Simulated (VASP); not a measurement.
HfB, 2 atoms in the cell. The structure is cubic, space group F-43m (No. 216). The conventional cell has a = 5.138 Å, b = 5.138 Å, c = 5.138 Å, α = 90.00°, β = 90.00°, γ = 90.00°. Hf (site symmetry -43m) has 4 B at 2.22 Å within 2.9 Å. Within 2.9 Å of B (site symmetry -43m) lie 4 Hf at 2.22 Å. 

| Quantity | Value |
| --- | --- |
| Program | VASP 6.6.1 |
| Task | single point |
| Functional | LDA |
| Potentials or basis | VASP PAW LDA potentials, release 64 (Hf_pv, B) |
| Cutoff | 500 eV |
| k mesh | 7 × 7 × 7 |
| Occupations | methfessel-paxton, width 0.1 eV |
| Spin | no spin polarisation |
| Dipole correction | no |
| Further INCAR settings | ALGO = Normal; EDIFF = 1e-06; NBANDS = 14 |

Potentials or basis: VASP PAW LDA potentials, release 64 (Hf_pv, B).

Launch:

```sh
$ cat potpaw_LDA.64/Hf_pv/POTCAR potpaw_LDA.64/B/POTCAR > POTCAR
$ mpirun -np 1 vasp_std > vasp.out
```

Hardware: 1 thread of Intel Xeon 8259CL (shared host).

**Question.** How long does it take, and how much memory?

**Answer.** It took 9.4 s on 1 thread of Intel Xeon 8259CL (shared host), peak memory 0.14 GiB. Counts: scf iterations 12, k points 20.
